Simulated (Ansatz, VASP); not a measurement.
**BaTe: VASP beside Ansatz**

```
CELL_PARAMETERS angstrom
0.00000 3.91416 3.91416
3.91416 0.00000 3.91416
3.91416 3.91416 0.00000
ATOMIC_POSITIONS crystal
Ba 0.00000 0.00000 0.00000
Te 0.25000 0.25000 0.25000
```

Alike in both runs: task single point; functional HSE06; k mesh 4 × 4 × 4; no spin polarisation.

|  | VASP | Ansatz |
| --- | --- | --- |
| version | VASP 6.6.1 | Ansatz 0.2.0 |
| potentials or method | VASP PAW PBE potentials, release 64 (Ba_sv, Te) | plane waves, PAW |
| plane-wave cutoff (eV) | 520 | 420 |
| occupations | gaussian, width 0.01 eV | fixed |
| valence electrons in the cell | 16 | 26 |

Ansatz gave:

| Item | Value |
| --- | --- |
| gap on the k mesh at the Fermi level (eV) | 3.31 |
| pressure (GPa) | -0.1 |

Task: Which values does VASP return?

Result: gap on the k mesh at the Fermi level (eV): 3.29; pressure (GPa): 0.0.

VASP's potentials hold 16 valence electrons a cell and Ansatz's 26, so a difference there can come from the potentials and not from the codes. Ansatz's warnings: stress exchange threshold loose, stress scf threshold loose.

Spin-orbit coupling is off throughout.
